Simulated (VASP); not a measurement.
YHf2O2: relaxation of cell and atoms with PBE

Crystal: YHf2O2.

```xyz
5
Lattice="3.2578 0.0000 0.0000 -1.6289 2.8213 0.0000 0.0000 0.0000 8.1516" Properties=species:S:1:pos:R:3 pbc="T T T"
Y     0.0000    0.0000    0.0000
Hf    1.6289    0.9404    5.3243
Hf    0.0000    1.8809    2.8273
O     1.6289    0.9404    1.3948
O     0.0000    1.8809    6.7567
```

The cell was built from a structure type or drawn by symmetry, and may not be a known phase.

- Program: VASP 6.6.1
- Task: relaxation of cell and atoms
- Functional: PBE
- Potentials or basis: VASP PAW PBE potentials, release 64 (Y_sv, Hf_pv, O)
- Cutoff: 600 eV
- k mesh: 12 × 12 × 6
- Occupations: gaussian, width 0.1 eV
- Spin: no spin polarisation
- Dipole correction: no
- Further INCAR settings: ALGO = Normal; EDIFF = 1e-06; IBRION = 2; EDIFFG = -0.01; NSW = 100; ISIF = 3

The relaxed volume is 14.90 Å³/atom. The relaxed cell is a = 3.252 Å, b = 3.252 Å, c = 8.133 Å, α = 90.00°, β = 90.00°, γ = 120.00° and the space group after relaxing (to 0.1 Å) is P-3m1 (No. 164). The energy gained by relaxing is 0.3 meV/atom. The ionic steps are 7. The pressure after relaxing is -0.1 GPa. The largest force after relaxing is 0.007 eV/Å. The band gap on the k mesh is zero (an odd number of electrons rules out a gap without spin polarisation).

Forces in eV/Å, atoms in the order of the input:
```
Y    0.000  0.000  0.000
Hf   0.000  0.000 -0.006
Hf   0.000  0.000  0.006
O    0.000  0.000  0.007
O    0.000  0.000 -0.007
```

The path:
| step | energy change (eV) | largest force (eV/Å) | pressure (GPa) | volume (Å³) |
| --- | --- | --- | --- | --- |
| 1 | 0.0000 | 0.0315 | -0.88 | 74.92 |
| 2 | 0.0002 | 0.0418 | 1.01 | 74.03 |
| 3 | -0.0012 | 0.0270 | 0.04 | 74.49 |
| 4 | -0.0012 | 0.0265 | 0.03 | 74.50 |
| 5 | -0.0012 | 0.0263 | -0.02 | 74.51 |
| 6 | -0.0013 | 0.0140 | -0.04 | 74.51 |
| 7 | -0.0013 | 0.0067 | -0.05 | 74.51 |

Final structure:
```
Y Hf O
1.0
     3.25237    0.00000    0.00000
    -1.62618    2.81663    0.00000
     0.00000    0.00000    8.13327
Y Hf O
1 2 2
Direct
  0.00000 0.00000 0.00000
  0.66667 0.33333 0.65347
  0.33333 0.66667 0.34653
  0.66667 0.33333 0.17138
  0.33333 0.66667 0.82862
```

Levels at points of the mesh, in eV from the Fermi level:
```csv
k point,band 20,band 21,band 22,band 23,band 24,band 25
"(0.00, 0.00, 0.00)",-1.27,0.47,0.80,0.80,1.35,1.73
"(0.50, 0.00, 0.00)",-1.58,-1.35,0.69,0.69,2.32,3.09
"(0.00, 0.00, 0.50)",-1.95,0.50,0.82,1.01,1.01,1.20
"(0.50, 0.00, 0.50)",-1.56,-1.43,-0.49,1.79,2.23,3.28
```

It took 6.9 min on 1 thread of Intel(R) Xeon(R) 6975P-C (Granite Rapids) (shared host), peak memory 0.42 GiB.

Caveat: spin-orbit coupling is left out, which moves the levels of the heavy elements; an odd number of electrons without spin polarisation forces a metal; a magnetic or distorted state may lie lower.
